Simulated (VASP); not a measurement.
BN, 8 atoms in the cell. The cell holds a sheet with vacuum, 8 atoms: a = 5.016 Å, b = 2.508 Å, c = 31.395 Å, α = 90.00°, β = 90.00°, γ = 120.00°. 

```yaml
Program: VASP 6.6.1
Task: single point
Functional: PBE
Dispersion: D3(BJ)
Potentials_or_basis: VASP PAW PBE potentials, release 64 (B, N)
Cutoff: 520 eV
k_mesh: 6 × 6 × 1
Occupations: gaussian, width 0.1 eV
Spin: no spin polarisation
Dipole_correction: yes
Further_INCAR_settings: ALGO = Normal; EDIFF = 1e-06; NBANDS = 26
```

Potentials or basis: VASP PAW PBE potentials, release 64 (B, N).

Command:

```console
$ cat potpaw_PBE.64/B/POTCAR potpaw_PBE.64/N/POTCAR > POTCAR
$ mpirun -np 1 vasp_std > vasp.out
```

Hardware: 1 thread of Intel(R) Xeon(R) Platinum 8259CL CPU @ 2.50GHz (Skylake/Cascade Lake) (shared host).

Estimate the wall time of this run.

Run time: 8.3 min on 1 thread of Intel(R) Xeon(R) Platinum 8259CL CPU @ 2.50GHz (Skylake/Cascade Lake), on a shared host, peak memory 0.53 GiB. Counts: scf iterations 23, k points 16.
